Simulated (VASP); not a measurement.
Write the native input for VASP 6.6.1 that does the following.

* Task: single point
* Functional: r2SCAN
* Dispersion: rVV10
* Potentials or basis: VASP PAW PBE potentials, release 64 (Be, S)
* Cutoff: 520 eV
* k mesh: 6 × 6 × 6
* Occupations: gaussian, width 0.01 eV
* Spin: no spin polarisation
* Dipole correction: no
* Further INCAR settings: ALGO = Normal; EDIFF = 1e-06; NBANDS = 11

Crystal: BeS.

```
CELL_PARAMETERS angstrom
0.00000 2.31730 2.31730
2.31730 0.00000 2.31730
2.31730 2.31730 0.00000
ATOMIC_POSITIONS crystal
Be 0.00000 0.00000 0.00000
S 0.50000 0.50000 0.50000
```

The input as run:

POSCAR

```
BeS
1.0
    0.0000000000      2.3172971951      2.3172971951
    2.3172971951      0.0000000000      2.3172971951
    2.3172971951      2.3172971951      0.0000000000
Be S
1 1
Direct
    0.0000000000      0.0000000000      0.0000000000
    0.5000000000      0.5000000000      0.5000000000
```

INCAR.step1

```
SYSTEM = BeS
PREC = Accurate ; ENCUT = 520
ISMEAR = 0 ; SIGMA = 0.01
LREAL = .False. ; LASPH = .True.
NELM = 60 ; NBANDS = 11
GGA = PE ; ALGO = Normal
EDIFF = 1E-4 ; LWAVE = .True.
LCHARG = .False.
```

INCAR.step2

```
SYSTEM = BeS
PREC = Accurate ; ENCUT = 520
EDIFF = 1E-6 ; ISMEAR = 0
SIGMA = 0.01 ; LREAL = .False.
LASPH = .True. ; NELM = 60
ALGO = Normal ; ISIF = 2
LWAVE = .False. ; LCHARG = .False.
METAGGA = R2SCAN ; LMIXTAU = .True.
LUSE_VDW = .True. ; IVDW_NL = 2
BPARAM = 11.95 ; CPARAM = 0.0093
NBANDS = 11 ; ISTART = 1
```

KPOINTS

```
Automatic mesh
0
Gamma
  6 6 6
  0 0 0
```

Potentials or basis: VASP PAW PBE potentials, release 64 (Be, S).

Command:

```console
$ cat potpaw_PBE.64/Be/POTCAR potpaw_PBE.64/S/POTCAR > POTCAR
$ cp INCAR.step1 INCAR
$ mpirun -np 1 vasp_std > vasp.out
$ cp INCAR.step2 INCAR
$ mpirun -np 1 vasp_std > vasp.out
```

Results of the run:

```
Pressure               : -0.5 GPa
Band gap on the k mesh : 1.33 eV, indirect (least direct gap 4.59 eV)
```

Caveat: the PAW data sets were made with another functional, which shifts forces and pressure a little.

Run time: 28 s on 1 thread of Intel(R) Xeon(R) Platinum 8488C (Sapphire Rapids), on a shared host, peak memory 0.2 GiB.
